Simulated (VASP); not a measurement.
A run of VASP 6.6.1:

INCAR

```
PREC = Accurate
ENCUT = 520
EDIFF = 1E-6
ISMEAR = -1
SIGMA = 0.08
LREAL = F
LASPH = T
NELM = 100
ALGO = Normal
ISIF = 2
LWAVE = F
LCHARG = F
GGA = PE
NBANDS = 13
```

KPOINTS

```
regular mesh
0
Gamma
  12 12 12
```

POSCAR

```
Sn
1.0
    2.6063374796      0.0000000000      0.0000000000
    0.0000000000      2.6063374796      0.0000000000
    0.0000000000      0.0000000000      2.6063374796
Sn
1
Direct
    0.0000000000      0.0000000000      0.0000000000
```

Potentials or basis: VASP PAW PBE potentials, release 64 (Sn_d).

Command:

```console
$ cat potpaw_PBE.64/Sn_d/POTCAR > POTCAR
$ mpirun -np 1 vasp_std > vasp.out
```

Hardware: 1 thread of Intel(R) Xeon(R) Platinum 8259CL CPU @ 2.50GHz (Skylake/Cascade Lake), with other jobs on the host.

Q: Estimate the wall time of this run.

A: It took 13 s on 1 thread of Intel(R) Xeon(R) Platinum 8259CL CPU @ 2.50GHz (Skylake/Cascade Lake), with other jobs on the host, peak memory 0.13 GiB. Counts: scf iterations 11, k points 84.
